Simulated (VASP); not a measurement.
# TiAl: single point with PBE

Crystal: TiAl.

```
Ti Al
1.0
     2.95314    0.00000    0.00000
    -1.47657    2.55749    0.00000
     0.00000    0.00000    4.76480
Ti Al
1 1
Direct
  0.00000 0.00000 0.02255
  0.33333 0.66667 0.45999
```

This cell differs from its parent crystal: atoms displaced along a vibrational mode, the cell strained.

- Program: VASP 6.6.1
- Task: single point
- Functional: PBE
- Potentials or basis: VASP PAW PBE potentials, release 64 (Ti_sv, Al)
- Cutoff: 520 eV
- k mesh: 18 × 18 × 10
- Occupations: gaussian, width 0.15 eV
- Spin: no spin polarisation
- Dipole correction: no
- Further INCAR settings: ALGO = Fast; EDIFF = 1e-06; NBANDS = 14

| Item | Value |
| --- | --- |
| Pressure | -3.4 GPa |
| Largest force | 1.752 eV/Å |
| Band gap on the k mesh | zero (an odd number of electrons rules out a gap without spin polarisation) |

Forces on the atoms (eV/Å):
```
Ti   0.000  0.000 -1.752
Al   0.000  0.000  1.752
```

Stress tensor (GPa, compression positive):
```
-4.22  0.00  0.00
 0.00 -4.22  0.00
 0.00  0.00 -1.77
```

Levels at points of the mesh, in eV from the Fermi level:
| k point | band 6 | band 7 | band 8 | band 9 | band 10 | band 11 |
| --- | --- | --- | --- | --- | --- | --- |
| (0.00, 0.00, 0.00) | -2.32 | -1.45 | 1.12 | 1.12 | 2.44 | 2.44 |
| (0.50, 0.00, 0.00) | -3.01 | -1.12 | -0.89 | 1.81 | 3.53 | 3.73 |
| (0.00, 0.00, 0.50) | -4.98 | -0.29 | 1.14 | 1.14 | 2.37 | 2.37 |
| (0.50, 0.00, 0.50) | -2.52 | -1.52 | 0.47 | 1.02 | 1.63 | 2.72 |

Run time: 4.4 min on 1 thread of Intel Xeon 6975P-C, with other jobs on the host, peak memory 0.3 GiB.

Caveat: the cell differs from its parent crystal (atoms displaced along a vibrational mode, the cell strained); the cell stands under tension; forces of over 1 eV/Å act on the atoms, so gaps and moduli don't describe the material at rest.
